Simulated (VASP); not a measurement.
Write the native input for VASP 6.6.1 that does the following.

```
Task                   : single point
Functional             : PBEsol
Potentials or basis    : VASP PAW PBE potentials, release 64 (Cu)
Cutoff                 : 520 eV
k mesh                 : 12 × 12 × 1
Occupations            : methfessel-paxton, width 0.1 eV
Spin                   : no spin polarisation
Dipole correction      : no
Further INCAR settings : ALGO = Normal; EDIFF = 1e-06; NBANDS = 42
```

The structure of Cu lies in POSCAR:

```
Cu
1.0
    2.5022112885      0.0000000000      0.0000000000
   -1.2511056443      2.1669785415      0.0000000000
    0.0000000000      0.0000000000     24.6040215721
Cu
6
Direct
    0.0000000000      0.0000000000      0.3747671034
    0.6666666667      0.3333333333      0.2915607274
    0.3333333333      0.6666666667      0.4582692834
    0.0000000000      0.0000000000      0.6252328966
    0.6666666667      0.3333333333      0.5417307166
    0.3333333333      0.6666666667      0.7084392726
```

The input as run:

INCAR

```
SYSTEM = Cu
PREC = Accurate
ENCUT = 520
EDIFF = 1E-6
ISMEAR = 1
SIGMA = 0.1
LREAL = .FALSE.
LASPH = .TRUE.
NELM = 80
ALGO = Normal
ISIF = 2
LWAVE = .FALSE.
LCHARG = .FALSE.
GGA = PS
NBANDS = 42
```

KPOINTS

```
Automatic mesh
0
G
  12 12 1
  0 0 0
```

Potentials or basis: VASP PAW PBE potentials, release 64 (Cu).

Launch:

```console
$ cat potpaw_PBE.64/Cu/POTCAR > POTCAR
$ mpirun -np 1 vasp_std > vasp.out
```

It gave:

```yaml
Largest_force: 0.010 eV/Å
Band_gap_on_the_k_mesh: zero (band 33 reaches 5.24 eV, above the bottom of band 34 at 0.03 eV)
```

Caveat: the PAW data sets were made with another functional, which shifts forces and pressure a little.

Run time: 3.4 min on 1 thread of Intel(R) Xeon(R) Platinum 8488C (Sapphire Rapids), on a shared host, peak memory 0.3 GiB.
